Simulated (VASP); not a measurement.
## Al2O3: single point with LDA

The system is Al2O3.

```xyz
10
Lattice="4.2252 0.0000 0.0000 0.0000 8.8073 0.0000 0.0000 0.0000 2.7366" Properties=species:S:1:pos:R:3 pbc="T T T"
Al    1.7487    2.9152    1.3683
Al    2.4765    5.8921    1.3683
Al    3.8613    1.4884    0.0000
Al    0.3639    7.3188    0.0000
O     3.0910    1.9613    1.3683
O     0.0000    0.0000    0.0000
O     3.2468    6.3649    0.0000
O     0.9784    2.4424    0.0000
O     1.1342    6.8460    1.3683
O     2.1126    4.4036    1.3683
```

This cell differs from its parent crystal: strain -0.080 along x and y, -0.080 along z.

```
Program                : VASP 6.6.1
Task                   : single point
Functional             : LDA
Potentials or basis    : VASP PAW LDA potentials, release 64 (Al, O)
Cutoff                 : 520 eV
k mesh                 : 6 × 4 × 8
Occupations            : gaussian, width 0.05 eV
Spin                   : no spin polarisation
Dipole correction      : no
Further INCAR settings : ALGO = Normal; EDIFF = 1e-06; NBANDS = 35
```

```json
{"Pressure": "67.8 GPa", "Largest force": "1.881 eV/Å", "Band gap on the k mesh": "4.56 eV, direct"}
```

Forces on the atoms (eV/Å):
```
Al  -0.893 -1.655  0.000
Al   0.893  1.655  0.000
Al  -0.893  1.655  0.000
Al   0.893 -1.655  0.000
O   -0.671 -0.037  0.000
O    0.000  0.000  0.000
O    0.671 -0.037  0.000
O   -0.671  0.037  0.000
O    0.671  0.037  0.000
O    0.000  0.000  0.000
```

Stress tensor (GPa, compression positive):
```
54.77  0.00  0.00
 0.00 83.09  0.00
 0.00  0.00 65.66
```

Levels at points of the mesh, in eV from the valence-band top:
| k point | band 22 | band 23 | band 24 | band 25 | band 26 | band 27 |
| --- | --- | --- | --- | --- | --- | --- |
| (0.00, 0.00, 0.00) | -0.65 | -0.08 | 0.00 | 4.56 | 6.98 | 7.39 |
| (0.50, 0.00, 0.00) | -1.45 | -0.03 | -0.03 | 7.26 | 7.26 | 8.04 |
| (0.00, 0.50, 0.00) | -1.13 | -0.04 | -0.04 | 5.38 | 5.38 | 7.72 |
| (0.50, 0.50, 0.00) | -1.30 | -0.03 | -0.03 | 7.50 | 7.50 | 7.52 |
| (0.00, 0.00, 0.50) | -1.98 | -1.03 | -1.03 | 7.70 | 7.70 | 8.15 |
| (0.50, 0.00, 0.50) | -2.11 | -1.05 | -1.05 | 7.56 | 7.56 | 9.24 |
| (0.00, 0.50, 0.50) | -2.18 | -0.87 | -0.87 | 7.38 | 7.38 | 8.90 |
| (0.50, 0.50, 0.50) | -2.08 | -1.19 | -1.19 | 7.62 | 7.62 | 9.39 |

Wall time 68 s on 1 thread of Intel(R) Xeon(R) 6975P-C (Granite Rapids), with other jobs on the host, peak memory 0.26 GiB.

Caveat: the cell differs from its parent crystal (strain -0.080 along x and y, -0.080 along z); forces of over 1 eV/Å act on the atoms, so gaps and moduli don't describe the material at rest. A k mesh can miss the band edges.
